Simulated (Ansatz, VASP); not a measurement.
**Os in VASP and in Ansatz**

The input POSCAR:

```
Os
1.0
    2.7393806551      0.0000000000      0.0000000000
   -1.3696903275      2.3723732379      0.0000000000
    0.0000000000      0.0000000000      4.3138178725
Os
2
Direct
    0.3333333333      0.6666666667      0.2500000000
    0.6666666667      0.3333333333      0.7500000000
```

Contents of INCAR.step1:

```
  PREC = Accurate
  ENCUT = 520
  ISMEAR = 0
  SIGMA = 0.3
  LREAL = F
  LASPH = T
  NELM = 60
  NBANDS = 15
  GGA = PE
  ALGO = Normal
  EDIFF = 1E-4
  LWAVE = T
  LCHARG = F
```

File INCAR.step2:

```
  PREC = Accurate
  ENCUT = 520
  EDIFF = 1E-6
  ISMEAR = 0
  SIGMA = 0.3
  LREAL = F
  LASPH = T
  NELM = 60
  ALGO = Normal
  ISIF = 2
  LWAVE = F
  LCHARG = F
  METAGGA = R2SCAN
  LMIXTAU = T
  NBANDS = 15
  ISTART = 1
```

Contents of KPOINTS:

```
Automatic mesh
0
Gamma
  13 13 7
```

Input for Ansatz:

```yaml
crystal:
  lattice:
    - [2.7393806551, 0.0, 0.0]
    - [-1.3696903275, 2.3723732379, 0.0]
    - [0.0, 0.0, 4.3138178725]
  atoms:
    - { symbol: Os, position: [0.3333333333, 0.6666666667, 0.25] }
    - { symbol: Os, position: [0.6666666667, 0.3333333333, 0.75] }
hamiltonian:
  xc: r2scan
  pseudopotentials:
    kind: paw
    azcp:
      Os: "pseudopotentials/Os.paw.azcp"
basis:
  ecutwfc: 500
  fft_grid_basis: typed
kpoints:
  mp_grid: { grid: [13, 13, 7], shift: [0, 0, 0] }
magnetization:
  spin_polarized: false
scf:
  occupations: { method: gaussian, width: 0.3 }
  lower_state_search: "off"
output:
  stress: true
```

Alike in both runs: task single point; functional r2SCAN; k mesh 13 × 13 × 7; occupations gaussian, width 0.3 eV; no spin polarisation.

```csv
,VASP,Ansatz
version,VASP 6.6.1,Ansatz 0.2.0
potentials or method,"VASP PAW PBE potentials, release 64 (Os), cutoff 520 eV","plane waves (500 eV) with PAW, scalar-relativistic"
valence electrons in the cell,16,32
```

|  | VASP | Ansatz | Ansatz less VASP |
| --- | --- | --- | --- |
| pressure (GPa) | 1.1 | 0.1 | -1.01 |
| traceless stress, the component that is largest in VASP (GPa) | 0.09 | 0.07 | -0.025 |

VASP's potentials were made for PBE, not for r2SCAN. The functional is the same, so the differences come from potentials, cutoffs and numerics. VASP's potentials hold 16 valence electrons a cell and Ansatz's 32, so a difference there can come from the potentials and not from the codes.

Spin-orbit coupling is off throughout.
